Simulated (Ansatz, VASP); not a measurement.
**InP in VASP and in Ansatz**

File POSCAR:

```
InP
1.0
    0.0000000000      2.9828140725      2.9828140725
    2.9828140725      0.0000000000      2.9828140725
    2.9828140725      2.9828140725      0.0000000000
In P
1 1
Direct
    0.0000000000      0.0000000000      0.0000000000
    0.2500000000      0.2500000000      0.2500000000
```

File INCAR.step1:

```
SYSTEM = InP
ALGO = Normal ; EDIFF = 1E-4
ENCUT = 520 ; GGA = PE
ISMEAR = 0 ; LASPH = .TRUE.
LCHARG = .FALSE. ; LREAL = .FALSE.
LWAVE = .TRUE. ; NBANDS = 16
NELM = 60 ; PREC = Accurate
SIGMA = 0.02
```

Contents of INCAR.step2:

```
SYSTEM = InP
ALGO = Normal ; EDIFF = 1E-6
ENCUT = 520 ; ISIF = 2
ISMEAR = 0 ; ISTART = 1
LASPH = .TRUE. ; LCHARG = .FALSE.
LMIXTAU = .TRUE. ; LREAL = .FALSE.
LWAVE = .FALSE. ; METAGGA = R2SCAN
NBANDS = 16 ; NELM = 60
PREC = Accurate ; SIGMA = 0.02
```

Contents of KPOINTS:

```
k-points
0
G
  8 8 8
  0 0 0
```

Input for Ansatz:

```yaml
crystal:
  lattice:
    - [0.0, 2.9828140901, 2.9828140901]
    - [2.9828140901, 0.0, 2.9828140901]
    - [2.9828140901, 2.9828140901, 0.0]
  atoms:
    - { symbol: In, position: [0.0, 0.0, 0.0] }
    - { symbol: P, position: [0.25, 0.25, 0.25] }
basis:
  ecutwfc: 500
kpoints:
  mp_grid: { grid: [8, 8, 8] }
hamiltonian:
  xc: r2scan
scf:
  occupations: { method: gaussian, width: 0.02 }
output:
  forces: true
  stress: true
  eigenvalues: true
```

Alike in both runs: task single point; functional r2SCAN; k mesh 8 × 8 × 8; occupations gaussian, width 0.02 eV; no spin polarisation.

```csv
,VASP,Ansatz
version,VASP 6.6.1,Ansatz 0.2.0
potentials or method,"VASP PAW PBE potentials, release 64 (In_d, P), cutoff 520 eV","scalar-relativistic, plane waves, PAW"
valence electrons in the cell,18,18
```

|  | VASP | Ansatz | Ansatz less VASP |
| --- | --- | --- | --- |
| gap on the k mesh at the Fermi level (eV) | 0.86 | 0.85 | -0.003 |
| least direct gap on the mesh (eV) | 0.86 | 0.85 | -0.003 |
| pressure (GPa) | -2.0 | -1.9 | +0.09 |

VASP's potentials were made for PBE, not for r2SCAN.
